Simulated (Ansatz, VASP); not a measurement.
One calculation of SiNi, two programs

```
CELL_PARAMETERS angstrom
4.51861 0.00000 0.00000
0.00000 4.51861 0.00000
0.00000 0.00000 4.51861
ATOMIC_POSITIONS crystal
Si 0.84641 0.84641 0.84641
Si 0.65359 0.15359 0.34641
Si 0.34641 0.65359 0.15359
Si 0.15359 0.34641 0.65359
Ni 0.14884 0.14884 0.14884
Ni 0.35116 0.85116 0.64884
Ni 0.64884 0.35116 0.85116
Ni 0.85116 0.64884 0.35116
```

Alike in both runs: functional PBE; k mesh 8 × 8 × 8; occupations gaussian, width 0.1 eV; no spin polarisation.

Ansatz relaxed the structure, and its values are those at the end. VASP's run is a single point on that final structure, the one shown.

|  | VASP | Ansatz |
| --- | --- | --- |
| version | VASP 6.6.1 | Ansatz 0.2.0 |
| potentials or method | VASP PAW PBE potentials, release 64 (Si, Ni), cutoff 520 eV | scalar-relativistic, plane waves, PAW |
| valence electrons in the cell | 56 | 88 |

|  | VASP | Ansatz | Ansatz less VASP |
| --- | --- | --- | --- |
| gap on the k mesh at the Fermi level (eV) | none | none | - |
| pressure (GPa) | 0.0 | 0.0 | -0.01 |

A gap of «none» marks a metal or a gap that the smearing closes. The functional is the same, so the differences come from potentials, cutoffs and numerics. VASP's potentials hold 56 valence electrons a cell and Ansatz's 88, so a difference there can come from the potentials and not from the codes.
